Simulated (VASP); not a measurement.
Crystal: HfO2.

```
Hf O
1.0
     5.21946    0.00000    0.00000
     0.00000    5.00476    0.00000
     0.00000    0.00000    5.03269
Hf O
4 8
Cartesian
  5.0472 3.6661 3.7314
  2.7820 3.6661 1.2151
  2.4375 1.3387 3.7314
  0.1723 1.3387 1.2151
  3.2994 4.6477 4.4251
  4.5298 4.6477 1.9087
  1.2211 2.7020 2.4776
  1.3886 2.7020 4.9939
  3.9984 2.3028 4.9939
  3.8308 2.3028 2.4776
  0.6896 0.3571 4.4251
  1.9201 0.3571 1.9087
```

Base run:

* Program: VASP 6.6.1
* Functional: BLYP
* Potentials or basis: VASP PAW PBE potentials, release 64 (Hf_pv, O)
* Cutoff: 520 eV
* k mesh: 5 × 6 × 5
* Occupations: fermi-dirac, width 0.05 eV
* Spin: no spin polarisation

Its results: band gap on the k mesh 4.48 eV, indirect (least direct gap 4.67 eV); pressure 13.9 GPa; largest force 0.117 eV/Å.

Task: After a change of settings the same cell gave: band gap on the k mesh 4.54 eV, indirect (least direct gap 4.73 eV); pressure 28.4 GPa; largest force 0.244 eV/Å. Which change was it?
A. functional from BLYP to RPBE
B. functional from BLYP to PBE exchange alone
C. functional from BLYP to revPBE; further incar settings from ALGO = Normal; EDIFF = 1e-06; NBANDS = 56 to ALGO = Normal; EDIFF = 1e-07; NBANDS = 56
D. functional from BLYP to SVWN5; further incar settings from ALGO = Normal; EDIFF = 1e-06; NBANDS = 56 to ALGO = Normal; EDIFF = 1e-07; NBANDS = 56

Result: B.

Caveats: spin-orbit coupling is left out, which moves the levels of the heavy elements; the PAW data sets were made with another functional, which shifts forces and pressure a little (some runs).
